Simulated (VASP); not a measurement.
Runs of VASP 6.6.1 on Ce. The structure is that of space group Im-3m (No. 229), or close to it. The cells are those of the table. This isn't the form of Ce at room conditions, which is fcc.

```csv
level,potentials or basis,cell,k mesh,cutoff (eV),smearing,dipole correction,tolerance level,purpose,gap on the mesh (eV),pressure (GPa),moment (μB)
LDA,"VASP PAW LDA potentials, release 64 (Ce)","a = 3.410 Å, angles 109.5°, 1 atom",10 × 10 × 10,520,fermi-dirac 0.05 eV,no,-,-,none,-6.5,(a)
LDA,"VASP PAW LDA potentials, release 64 (Ce)","a = 3.388 Å, angles 109.5°, 1 atom",10 × 10 × 10,520,fermi-dirac 0.05 eV,no,-,-,none,-7.6,0.01
PBE,"VASP PAW PBE potentials, release 64 (Ce)","a = 3.355 Å, angles 109.2, 109.2, 110.0°, 1 atom",19 × 19 × 19,580,gaussian 0.04 eV,-,standard,stress,none,-1.8,0.00
LDA,"VASP PAW LDA potentials, release 64 (Ce)","a = 3.432 Å, angles 109.5°, 1 atom",10 × 10 × 10,520,fermi-dirac 0.05 eV,no,-,-,none,-6.7,(b)
PBEsol,"VASP PAW PBE potentials, release 64 (Ce)","a = 3.366 Å, angles 109.5°, 1 atom",10 × 10 × 10,520,fermi-dirac 0.05 eV,no,-,-,none,-4.7,0.76
```

Alike in all rows: task single point; spin collinear, ferromagnetic start.

Task: Estimate the missing entries.

Result: (a) 0.86; (b) 1.02.

Caveats: the magnetic or orbital state may not be the lowest; spin-orbit coupling is left out, which moves the levels of the heavy elements; semilocal functionals describe open f shells poorly, which spoils levels, moments and volumes; the cell stands under tension (at least some runs); the PAW data sets were made with another functional, which shifts forces and pressure a little (at least some runs).

A k mesh can miss the band edges, and the runs leave out spin-orbit coupling on Ce.

A gap of «none» marks levels without a gap at the run's occupations.
